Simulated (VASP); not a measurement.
A run of VASP 6.6.1 is set up as follows.

INCAR

```
ALGO = Normal ; EDIFF = 1E-6
EDIFFG = -0.01 ; ENCUT = 600
GGA = PS ; IBRION = 2
ISIF = 4 ; ISMEAR = 0
LASPH = T ; LCHARG = F
LREAL = F ; LWAVE = F
NELM = 60 ; NSW = 50
PREC = Accurate ; SIGMA = 0.1
```

The input KPOINTS:

```
k-points
0
Gamma
  12 12 8
```

POSCAR

```
SbPt
1.0
    4.0304593298      0.0000000000      0.0000000000
   -2.0152296649      3.4904801686      0.0000000000
    0.0000000000      0.0000000000      5.3288665978
Sb Pt
2 2
Direct
    0.3333333333      0.6666666667      0.2500000000
    0.6666666667      0.3333333333      0.7500000000
    0.0000000000      0.0000000000      0.0000000000
    0.0000000000      0.0000000000      0.5000000000
```

Potentials or basis: VASP PAW PBE potentials, release 64 (Sb, Pt).

Launch:

```console
$ cat potpaw_PBE.64/Sb/POTCAR potpaw_PBE.64/Pt/POTCAR > POTCAR
$ mpirun -np 1 vasp_std > vasp.out
```

Q: Estimate the band gap on the k mesh.

A: Zero (bands 15 and 16 overlap by 4.57 eV).

Step by step:
```tsv
step	energy change (eV)	largest force (eV/Å)	pressure (GPa)	volume (Å³)
1	0.0000	0.0000	16.80	74.97
2	-0.0004	0.0000	16.73	74.97
```

Caveat: the PAW data sets were made with another functional, which shifts forces and pressure a little; spin-orbit coupling is left out, which moves the levels of the heavy elements.
